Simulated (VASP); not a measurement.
A run of VASP 6.6.1:

Contents of INCAR:

```
ALGO = Normal
EDIFF = 1E-7
ENCUT = 520
GGA = PE
ISIF = 2
ISMEAR = -1
ISPIN = 2
LASPH = True
LCHARG = True
LELF = True
LMAXMIX = 4
LORBIT = 11
LREAL = False
LVHAR = True
LWAVE = False
MAGMOM = 0 2 0 0 0
NBANDS = 32
NELM = 150
PREC = Accurate
SIGMA = 0.05
```

Contents of KPOINTS:

```
k-points
0
Gamma
  3 3 3
```

Contents of POSCAR:

```
SrVO3
1.0
    3.8409000000      0.0000000000      0.0000000000
    0.0000000000      3.8409000000      0.0000000000
    0.0000000000      0.0000000000      3.8409000000
Sr V O
1 1 3
Direct
    0.5000000000      0.5000000000      0.5000000000
    0.0000000000      0.0000000000      0.0000000000
    0.0000000000      0.0000000000      0.5000000000
    0.0000000000      0.5000000000      0.0000000000
    0.5000000000      0.0000000000      0.0000000000
```

Potentials or basis: VASP PAW PBE potentials, release 64 (Sr_sv, V_sv, O).

Launch:

```bash
$ cat potpaw_PBE.64/Sr_sv/POTCAR potpaw_PBE.64/V_sv/POTCAR potpaw_PBE.64/O/POTCAR > POTCAR
$ mpirun -np 1 vasp_std > vasp.out
```

Hardware: 1 thread of Intel Xeon 8259CL, on a shared host.

Question: How long does it take, and how much memory?

Answer: Wall time 50 s on 1 thread of Intel Xeon 8259CL (shared host), peak memory 0.19 GiB. Counts: scf iterations 17, k points 4.
